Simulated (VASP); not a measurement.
Here is a VASP 6.6.1 calculation.

INCAR

```
PREC = Accurate
ENCUT = 520
EDIFF = 1E-6
ISMEAR = 0
SIGMA = 0.05
LREAL = False
LASPH = True
NELM = 80
ALGO = Normal
ISIF = 2
LWAVE = False
LCHARG = True
LELF = True
LVHAR = True
NBANDS = 12
```

KPOINTS

```
regular mesh
0
Gamma
  8 8 8
```

File POSCAR:

```
CsH
1.0
    0.0000000000      3.4632734098      2.7013532597
    3.4632734098      0.0000000000      2.7013532597
    3.4632734098      3.4632734098      0.0000000000
Cs H
1 1
Direct
    0.0000000000      0.0000000000      0.0000000000
    0.5000000000      0.5000000000      0.5000000000
```

Potentials or basis: VASP PAW LDA potentials, release 64 (Cs_sv, H).

Launch:

```console
$ cat potpaw_LDA.64/Cs_sv/POTCAR potpaw_LDA.64/H/POTCAR > POTCAR
$ mpirun -np 1 vasp_std > vasp.out
```

(1) Predict the band gap on the k mesh.

(2) What does it give for the pressure?

## Answers

(1) 1.57 eV, direct.

(2) 0.5 GPa.

Caveat: spin-orbit coupling is left out, which moves the levels of the heavy elements.
